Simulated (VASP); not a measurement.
A run of VASP 6.6.1 is set up as follows.

Contents of INCAR:

```
PREC = Accurate
ENCUT = 600
EDIFF = 1E-6
ISMEAR = 0
SIGMA = 0.1
LREAL = False
LASPH = True
NELM = 200
ALGO = Normal
ISIF = 2
LWAVE = False
LCHARG = False
ISPIN = 2
MAGMOM = 2.97 2.97 2.95 2.95
LORBIT = 11
LMAXMIX = 4
GGA = PE
NBANDS = 44
GGA_COMPAT = False
```

KPOINTS

```
Automatic mesh
0
Gamma
  9 9 2
```

File POSCAR:

```
Fe
1.0
    2.5269594985      0.0000000000      0.0000000000
   -1.2634797493      2.1884111201      0.0000000000
    0.0000000000      0.0000000000      8.7138798994
Fe
4
Direct
    0.0000000000      0.0000000000      0.0000000000
    0.0000000000      0.0000000000      0.5000000000
    0.3333333333      0.6666666667      0.7500000000
    0.6666666667      0.3333333333      0.2500000000
```

Potentials or basis: VASP PAW PBE potentials, release 64 (Fe_sv).

Command:

```console
$ cat potpaw_PBE.64/Fe_sv/POTCAR > POTCAR
$ mpirun -np 1 vasp_std > vasp.out
```

(1) Estimate the net moment.

(2) Predict the site moments.

(3) What does it give for the pressure?

## Answers

(1) 10.31 μB per cell.

(2) Fe +2.54 μB.

(3) -3.3 GPa.

Caveat: the k points lie up to 0.36 Å⁻¹ apart.
